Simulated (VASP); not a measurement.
**CdGeTe4Cl2: single point with r2SCAN**

CdGeTe4Cl2:

```
Cl Cd Ge Te
1.0
    -3.92198    3.92198    3.69848
     3.92198   -3.92198    3.69848
     3.92198    3.92198   -3.69848
Cl Cd Ge Te
2 1 1 4
Direct
  0.50000 0.00000 0.50000
  0.00000 0.50000 0.50000
  0.50000 0.50000 0.00000
  0.00000 0.00000 0.00000
  0.95906 0.95906 0.36374
  0.04094 0.40468 0.00000
  0.59532 0.59532 0.63626
  0.40468 0.04094 0.00000
```

```json
{"Program": "VASP 6.6.1", "Task": "single point", "Functional": "r2SCAN", "Potentials or basis": "VASP PAW PBE potentials, release 64 (Cl, Cd, Ge_d, Te)", "Cutoff": "550 eV", "k mesh": "4 × 4 × 4", "Occupations": "gaussian, width 0.2024 eV", "Spin": "no spin polarisation", "Dipole correction": "no", "Further INCAR settings": "ALGO = Normal; EDIFF = 1e-06; NBANDS = 42"}
```

| Item | Value |
| --- | --- |
| Pressure | 0.0 GPa |
| Largest force | 0.019 eV/Å |
| Band gap on the k mesh | zero (band 32 reaches 4.42 eV, above the bottom of band 33 at 3.77 eV) |

Forces in eV/Å, atoms in the order of the input:
```
Cl   0.000  0.000  0.000
Cl   0.000  0.000  0.000
Cd   0.000  0.000  0.000
Ge   0.000  0.000  0.000
Te   0.013  0.013  0.002
Te   0.013 -0.013 -0.002
Te  -0.013 -0.013  0.002
Te  -0.013  0.013 -0.002
```

Levels at points of the mesh, in eV from the Fermi level:
| k point | band 29 | band 30 | band 31 | band 32 | band 33 | band 34 | band 35 | band 36 |
| --- | --- | --- | --- | --- | --- | --- | --- | --- |
| (0.00, 0.00, 0.00) | -0.73 | -0.38 | -0.10 | 0.50 | 0.95 | 0.95 | 2.35 | 3.05 |
| (0.50, 0.00, 0.00) | -0.67 | -0.66 | -0.33 | -0.14 | 0.14 | 0.19 | 1.85 | 2.41 |
| (0.50, 0.50, 0.00) | -1.44 | -0.84 | -0.75 | -0.32 | 0.37 | 0.79 | 1.97 | 3.29 |
| (0.50, 0.50, 0.50) | -1.70 | -1.09 | -1.09 | 0.00 | 0.00 | 0.21 | 0.87 | 3.67 |

Wall time 27 min on 1 thread of Intel Xeon 8259CL, on a shared host, peak memory 0.53 GiB.

Caveat: the PAW data sets were made with another functional, which shifts forces and pressure a little; spin-orbit coupling is left out, which moves the levels of the heavy elements.
